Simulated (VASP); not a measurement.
Wanted: the native input for a VASP 6.6.1 run.

| Quantity | Value |
| --- | --- |
| Task | single point |
| Functional | HSE06 |
| Potentials or basis | VASP PAW PBE potentials, release 64 (Cd, S) |
| Cutoff | 520 eV |
| k mesh | 6 × 6 × 6 |
| Occupations | gaussian, width 0.01 eV |
| Spin | no spin polarisation |
| Dipole correction | no |
| Grid for exact exchange (PRECFOCK) | Normal |
| Further INCAR settings | ALGO = Normal; EDIFF = 1e-06; NBANDS = 16 |
| Share of exact exchange | 0.25 |
| Screening parameter | 0.2079 1/Å |

Crystal: CdS.

```xyz
2
Lattice="0.0000 2.9392 2.9392 2.9392 0.0000 2.9392 2.9392 2.9392 0.0000" Properties=species:S:1:pos:R:3 pbc="T T T"
Cd    0.0000    0.0000    0.0000
S     1.4696    1.4696    1.4696
```

One way to write it, as run:

POSCAR

```
CdS
1.0
    0.0000000000      2.9392148365      2.9392148365
    2.9392148365      0.0000000000      2.9392148365
    2.9392148365      2.9392148365      0.0000000000
Cd S
1 1
Direct
    0.0000000000      0.0000000000      0.0000000000
    0.2500000000      0.2500000000      0.2500000000
```

INCAR.step1

```
  ALGO = Normal
  EDIFF = 1E-5
  ENCUT = 520
  GGA = PE
  ISIF = 2
  ISMEAR = 0
  LASPH = T
  LCHARG = F
  LREAL = F
  LWAVE = T
  NBANDS = 16
  NELM = 80
  PREC = Accurate
  SIGMA = 0.01
```

INCAR.step2

```
  ALGO = Normal
  EDIFF = 1E-6
  ENCUT = 520
  GGA = PE
  HFSCREEN = 0.2079
  ISIF = 2
  ISMEAR = 0
  ISTART = 1
  LASPH = T
  LCHARG = F
  LHFCALC = T
  LREAL = F
  LWAVE = F
  NBANDS = 16
  NELM = 80
  PREC = Accurate
  PRECFOCK = Normal
  SIGMA = 0.01
```

KPOINTS

```
k-points
0
Gamma
  6 6 6
```

Potentials or basis: VASP PAW PBE potentials, release 64 (Cd, S).

The run is started by

```sh
$ cat potpaw_PBE.64/Cd/POTCAR potpaw_PBE.64/S/POTCAR > POTCAR
$ cp INCAR.step1 INCAR
$ mpirun -np 1 vasp_std > vasp.out
$ cp INCAR.step2 INCAR
$ mpirun -np 1 vasp_std > vasp.out
```

It gave:

The pressure is 0.5 GPa and the band gap on the k mesh is 2.11 eV.

Caveat: the structure was generated, so it needn't be the stable form of CdS; the PAW data sets were made with another functional, which shifts forces and pressure a little.

Run time: 72 min on 1 thread of Oxide Virtual Turin-like Processor, with other jobs on the host, peak memory 0.27 GiB.
